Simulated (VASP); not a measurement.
HfB, 4 atoms in the cell. The structure is tetragonal, space group I4/mmm (No. 139). The conventional cell has a = 3.469 Å, b = 3.469 Å, c = 4.815 Å, α = 90.00°, β = 90.00°, γ = 90.00°. Hf (site symmetry 4/mmm) has 6 B at 2.41 to 2.45 Å within 3.2 Å. B (site symmetry 4/mmm) has 6 Hf at 2.41 to 2.45 Å within 3.2 Å.  This cell differs from its parent crystal: biaxial strain in the a-b plane: +1.5 %, then relaxed in part.

- Program: VASP 6.6.1
- Task: single point
- Functional: PBE
- Potentials or basis: VASP PAW PBE potentials, release 64 (Hf_pv, B)
- Cutoff: 520 eV
- k mesh: 12 × 12 × 10
- Occupations: gaussian, width 0.1 eV
- Spin: no spin polarisation
- Dipole correction: no
- Further INCAR settings: ALGO = Normal; EDIFF = 1e-07; NBANDS = 21

Potentials or basis: VASP PAW PBE potentials, release 64 (Hf_pv, B).

Launch:

```sh
$ cat potpaw_PBE.64/Hf_pv/POTCAR potpaw_PBE.64/B/POTCAR > POTCAR
$ mpirun -np 1 vasp_std > vasp.out
```

Hardware: 1 thread of Intel(R) Xeon(R) 6975P-C (Granite Rapids), with other jobs on the host.

Q: How long does it take, and how much memory?

A: It took 64 s on 1 thread of Intel(R) Xeon(R) 6975P-C (Granite Rapids) (shared host), peak memory 0.3 GiB. Counts: scf iterations 13, k points 168.
